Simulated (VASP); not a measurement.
# Ba (Im-3m) in VASP: single point with PBEsol

Aim: the single point of Ba with PBEsol.

Everything below comes from runs of VASP 6.6.1. Logs are shortened: lines on timing, memory, paths and dates and some standing lists are left out, and cuts for length are marked.

### Step 1. The cell of the first run

It takes space group Im-3m (No. 229, cubic). The conventional cell has a = 4.936 Å, b = 4.936 Å, c = 4.936 Å, α = 90.00°, β = 90.00°, γ = 90.00°. Within 5.6 Å of Ba (site symmetry m-3m) lie 14 Ba at 4.27 to 4.94 Å.

### Step 2. Single point, PBEsol

INCAR reads:

```
SYSTEM = Ba
ALGO = Fast ; EDIFF = 1E-6
ENCUT = 520 ; GGA = PS
ISIF = 2 ; ISMEAR = 0
LASPH = .TRUE. ; LCHARG = .FALSE.
LREAL = .FALSE. ; LWAVE = .FALSE.
NBANDS = 11 ; NELM = 100
PREC = Accurate ; SIGMA = 0.15
```

KPOINTS reads:

```
k-points
0
G
  14 14 14
  0 0 0
```

POSCAR reads:

```
Ba
1.0
    4.1133456640     -0.8226691328     -0.8226691328
   -0.8226691328      4.1133456640     -0.8226691328
   -0.8226691328     -0.8226691328      4.1133456640
Ba
1
Direct
    0.0000000000      0.0000000000      0.0000000000
```

Potentials or basis: VASP PAW PBE potentials, release 64 (Ba_sv).

On the command line:

```sh
cat potpaw_PBE.64/Ba_sv/POTCAR > POTCAR
mpirun -np 1 vasp_std > vasp.out
```

OUTCAR:

```text
SYSTEM = Ba
   EDIFF = 1E-6
   ENCUT = 520
   GGA = PS
   ISIF = 2
   ISMEAR = 0
   LASPH = .TRUE.
   LREAL = .FALSE.
   NELM = 100
   PREC = Accurate

 ion  position               nearest neighbor table
   1  0.000  0.000  0.000-

  LATTYP: Found a body centered cubic cell.
 ALAT       =     4.9360147968

  Lattice vectors:

 A1 = (   4.1133456640,  -0.8226691328,  -0.8226691328)
 A2 = (  -0.8226691328,   4.1133456640,  -0.8226691328)
 A3 = (  -0.8226691328,  -0.8226691328,   4.1133456640)

Analysis of symmetry for initial positions (statically):
=====================================================================
 Subroutine PRICEL returns:
 Original cell was already a primitive cell.

 Routine SETGRP: Setting up the symmetry group for a
 body centered cubic supercell.

 Subroutine GETGRP returns: Found 48 space group operations
 (whereof 48 operations were pure point group operations)
 out of a pool of 48 trial point group operations.

The static configuration has the point symmetry O_h .

Analysis of symmetry for dynamics (positions and initial velocities):
=====================================================================
 Subroutine PRICEL returns:
 Original cell was already a primitive cell.

 Routine SETGRP: Setting up the symmetry group for a
 body centered cubic supercell.

 Subroutine GETGRP returns: Found 48 space group operations
 (whereof 48 operations were pure point group operations)
 out of a pool of 48 trial point group operations.

The dynamic configuration has the point symmetry O_h .

 Subroutine INISYM returns: Found 48 space group operations
 (whereof 48 operations are pure point group operations),
 and found     1 'primitive' translations

----------------------------------------------------------------------------------------

                                     Primitive cell

  volume of cell :      60.1311

  direct lattice vectors                    reciprocal lattice vectors
     4.113345664 -0.822669133 -0.822669133     0.270123447  0.067530862  0.067530862
    -0.822669133  4.113345664 -0.822669133     0.067530862  0.270123447  0.067530862
    -0.822669133 -0.822669133  4.113345664     0.067530862  0.067530862  0.270123447

  length of vectors
     4.274714207  4.274714207  4.274714207     0.286509182  0.286509182  0.286509182

  position of ions in fractional coordinates (direct lattice)
     0.000000000  0.000000000  0.000000000

  ion indices of the primitive-cell ions
   primitive index   ion index
                 1           1

----------------------------------------------------------------------------------------

 KPOINTS: k-points

Automatic generation of k-mesh.
 Grid dimensions read from file:
 generate k-points for:   14   14   14

 Generating k-lattice:

  Cartesian coordinates                     Fractional coordinates (reciprocal lattice)
     0.019294532  0.004823633  0.004823633     0.071428571 -0.000000000  0.000000000
     0.004823633  0.019294532  0.004823633    -0.000000000  0.071428571  0.000000000
     0.004823633  0.004823633  0.019294532     0.000000000  0.000000000  0.071428571

  Length of vectors
     0.020464942  0.020464942  0.020464942

  Shift w.r.t. Gamma in fractional coordinates (k-lattice)
     0.000000000  0.000000000  0.000000000

 Subroutine IBZKPT returns following result:
 ===========================================

 Found    104 irreducible k-points:

 Following reciprocal coordinates:
            Coordinates               Weight
  0.000000  0.000000  0.000000      1.000000
  0.071429  0.000000  0.000000     12.000000
  0.142857  0.000000  0.000000     12.000000
  0.214286  0.000000  0.000000     12.000000
  0.285714 -0.000000  0.000000     12.000000
  0.357143  0.000000  0.000000     12.000000
[... 16 lines left out ...]
  0.285714  0.285714  0.000000     24.000000
  0.357143  0.285714  0.000000     24.000000
 [... further k-points ...]
   k-points           NKPTS =    104   k-points in BZ     NKDIM =    104   number of bands    NBANDS=     11
   number of dos      NEDOS =    301   number of ions     NIONS =      1
   total plane-waves  NPLWV =  32768
   dimension x,y,z NGX =    32 NGY =   32 NGZ =   32
   dimension x,y,z NGXF=    64 NGYF=   64 NGZF=   64
   ions per type =               1
   NGX,Y,Z   is equivalent  to a cutoff of  12.44, 12.44, 12.44 a.u.
   NGXF,Y,Z  is equivalent  to a cutoff of  24.89, 24.89, 24.89 a.u.
 SYSTEM =  Ba
   PREC   = accura    normal or accurate (medium, high low for compatibility)
   ISTART =      0    job   : 0-new  1-cont  2-samecut
   ICHARG =      2    charge: 1-file 2-atom 10-const
   ISPIN  =      1    spin polarized calculation?
   LNONCOLLINEAR =      F non collinear calculations
   LSORBIT =      F    spin-orbit coupling
   LASPH  =      T    aspherical Exc in radial PAW
   ENCUT  =  520.0 eV  38.22 Ry    6.18 a.u.   7.95  7.95  7.95*2*pi/ulx,y,z
   NELM   =    100;   NELMIN=  2; NELMDL= -5     # of ELM steps
   EDIFF  = 0.1E-05   stopping-criterion for ELM
   LREAL  =      F    real-space projection
   EDIFFG = 0.1E-04   stopping-criterion for IOM
   NSW    =      0    number of steps for IOM
   IBRION =     -1    ionic relax: 0-MD 1-quasi-New 2-CG
   NFREE  =      0    steps in history (QN), initial steepest desc. (CG)
   ISIF   =      2    stress and relaxation
   ISYM   =      2    0-nonsym 1-usesym 2-fastsym
   POTIM  = 0.5000    time-step for ionic-motion
   TEBEG  =    0.0;   TEEND  =   0.0 temperature during run
   PSTRESS=    0.0 pullay stress
   NELECT =      10.0000    total number of electrons
   NUPDOWN=      -1.0000    fix difference up-down
   EMIN   =  10.00;   EMAX   =-10.00  energy-range for DOS
   EFERMI =   0.00;   METHOD = LEGACY
   ISMEAR =     0;   SIGMA  =   0.15  broadening in eV -4-tet -1-fermi 0-gaus
   EFERMI_NEDOS =   21; number of points for ismear=-14 and -15
   IALGO  =     68    algorithm
   IMIX   =      4    mixing-type and parameters
     AMIX     =   0.40;   BMIX     =  1.00
     AMIX_MAG =   1.60;   BMIX_MAG =  1.00
  volume/ion in A,a.u.               =      60.13       405.78
  Fermi-wavevector in a.u.,A,eV,Ry     =   0.900275  1.701272 11.027448  0.810495
  Thomas-Fermi vector in A             =   2.023212
   LORBIT       =      0    0 simple, 1 ext, 2 COOP (PROOUT), +10 PAW based schemes
   GGA     = PS    functional components
   LHFCALC =     F    Hartree Fock is set to
   AEXX    =    0.0000 exact exchange contribution
   IVDW    =     0    specifies the selected vdW correction
   LEPSILON=     F    determine dielectric tensor
   LRPA    =     F    only Hartree local field effects (RPA)
 non-spin polarized calculation
 RMM-DIIS sequential band-by-band and
 Gauss-broadening in eV      SIGMA  =   0.15
  energy-cutoff  :      520.00
  volume of cell :       60.13
 maximum number of plane-waves:      1644
   NGX = 15   NGY = 15   NGZ = 15

 number of electron      10.0000000 magnetization

 number of electron       9.9999999 magnetization

 Free energy of the ion-electron system (eV)
  ---------------------------------------------------
  ext. energy  EPLUGINS =         0.00000000
  ---------------------------------------------------
  free energy    TOTEN  =        -2.15459439 eV

  energy without entropy =       -2.14120720  energy(sigma->0) =       -2.14790080

 E-fermi :   1.6824     XC(G=0):  -7.6594

 val. band max:        1.6747785087   @ k =  -0.4286   0.4286   0.2857
 cond. band min:       1.6842686439   @ k =   0.5000   0.5000   0.2857
 fundamental gap:      0.0094901352
 Fermi energy:         1.6824087006

 k-point     1 :       0.0000    0.0000    0.0000
  band No.  band energies     occupation
      1     -27.0894      2.00000
      2     -11.9915      2.00000
      3     -11.9915      2.00000
      4     -11.9915      2.00000
      5      -1.1010      2.00000
      6       3.5534      0.00000
      7       3.5534      0.00000
      8       3.5534      0.00000
      9       5.0535      0.00000
     10       5.0535      0.00000
     11       8.7646      0.00000

 k-point     2 :       0.0714    0.0000    0.0000
  band No.  band energies     occupation
      1     -27.0868      2.00000
      2     -12.0206      2.00000
      3     -12.0003      2.00000
      4     -11.9917      2.00000
      5      -0.9990      2.00000
      6       3.4688      0.00000
      7       3.5121      0.00000
      8       3.6570      0.00000
      9       4.9062      0.00000
     10       5.0449      0.00000
     11       8.8873      0.00000

 k-point     3 :       0.1429    0.0000    0.0000
  band No.  band energies     occupation
      1     -27.0794      2.00000
      2     -12.1007      2.00000
      3     -12.0249      2.00000
      4     -11.9923      2.00000
      5      -0.7090      2.00000
      6       3.2542      0.00000
      7       3.3351      0.00000
      8       3.9641      0.00000
      9       4.7127      0.00000
     10       5.0376      0.00000
     11       9.1727      0.00000

 k-point     4 :       0.2143    0.0000    0.0000
  band No.  band energies     occupation
      1     -27.0687      2.00000
      2     -12.2128      2.00000
      3     -12.0599      2.00000
      4     -11.9931      2.00000
      5      -0.2815      2.00000
      6       2.9873      0.00000
      7       3.0255      0.00000
      8       4.4628      0.00000
      9       4.7234      0.00000
     10       5.0688      0.00000
     11       9.3024      0.00000

 k-point     5 :       0.2857   -0.0000    0.0000
  band No.  band energies     occupation
      1     -27.0567      2.00000
      2     -12.3328      2.00000
      3     -12.0983      2.00000
      4     -11.9941      2.00000
      5       0.1877      2.00000
      6       2.7325      0.00000
      7       2.7678      0.00000
      8       4.8757      0.00000
      9       5.1316      0.00000
     10       5.1677      0.00000
     11       8.8977      0.00000
[... 211 lines left out ...]
 k-point    21 :       0.2857    0.2143    0.0000
  band No.  band energies     occupation
      1     -27.0358      2.00000
      2     -12.4416      2.00000
      3     -12.2148      2.00000
      4     -12.0466      2.00000
      5       1.2304      1.99998
      6       2.2307      0.00000
      7       2.5987      0.00000
      8       4.8595      0.00000
      9       5.5266      0.00000
     10       6.9123      0.00000
     11       8.0290      0.00000

 k-point    22 :       0.3571    0.2143   -0.0000
  band No.  band energies     occupation
      1     -27.0317      2.00000
      2     -12.4563      2.00000
      3     -12.2499      2.00000
      4     -12.0497      2.00000
      5       1.3601      1.99762
      6       2.2919      0.00000
      7       2.5868      0.00000
      8       4.9251      0.00000
      9       5.6088      0.00000
     10       7.2447      0.00000
     11       7.7301      0.00000

 k-point    23 :       0.2857    0.2857    0.0000
  band No.  band energies     occupation
      1     -27.0311      2.00000
      2     -12.4267      2.00000
      3     -12.2827      2.00000
      4     -12.0562      2.00000
      5       1.5668      1.72415
      6       2.1604      0.00001
      7       2.5048      0.00000
      8       5.0658      0.00000
      9       5.4481      0.00000
     10       7.0796      0.00000
     11       7.8443      0.00000

 k-point    24 :       0.3571    0.2857    0.0000
  band No.  band energies     occupation
      1     -27.0294      2.00000
      2     -12.4060      2.00000
      3     -12.3231      2.00000
      4     -12.0590      2.00000
      5       1.6860      0.97272
      6       2.2358      0.00000
      7       2.3772      0.00000
      8       5.1740      0.00000
      9       5.4901      0.00000
     10       6.7268      0.00000
     11       8.2686      0.00000

 [... further k-points ...]

------------------------ aborting loop because EDIFF is reached ----------------------------------------

  FORCE on cell =-STRESS in cart. coord.  units (eV):
  Direction    XX          YY          ZZ          XY          YZ          ZX
  --------------------------------------------------------------------------------------
  -------------------------------------------------------------------------------------
  Total       -0.0851151     -0.0851151     -0.0851151     -0.0000000     -0.0000000     -0.0000000
  in kB       -2.2678688     -2.2678688     -2.2678688     -0.0000000     -0.0000000     -0.0000000
  external PRESSURE =      -2.2678688 kB  Pullay stress =       0.0000000 kB

 VOLUME and BASIS-vectors are now :
 -----------------------------------------------------------------------------
  energy-cutoff  :      520.00
  volume of cell :       60.13
      direct lattice vectors                 reciprocal lattice vectors
     4.113345664 -0.822669133 -0.822669133     0.270123447  0.067530862  0.067530862
    -0.822669133  4.113345664 -0.822669133     0.067530862  0.270123447  0.067530862
    -0.822669133 -0.822669133  4.113345664     0.067530862  0.067530862  0.270123447

 POSITION                                       TOTAL-FORCE (eV/Angst)
 -----------------------------------------------------------------------------------
      0.00000      0.00000      0.00000        -0.000000      0.000000     -0.000000
 -----------------------------------------------------------------------------------
    total drift:                               -0.000000     -0.000000      0.000000

  FREE ENERGIE OF THE ION-ELECTRON SYSTEM (eV)
  ---------------------------------------------------
  free  energy   TOTEN  =        -2.1545943923 eV

  energy  without entropy=       -2.1412072022  energy(sigma->0) =       -2.14790080
```

Wall time 24 s (1 thread of AMD EPYC 9R45 (Zen 5), shared host); peak memory 0.19 GiB.

What came out:

| Item | Value |
| --- | --- |
| Free energy | -2.1546 eV |
| Pressure | -0.2 GPa |
| Band gap on the k mesh | zero (band 5 reaches 2.14 eV, above the bottom of band 6 at 1.09 eV) |

Caveat: the PAW data sets were made with another functional, which shifts forces and pressure a little; spin-orbit coupling is left out, which moves the levels of the heavy elements.
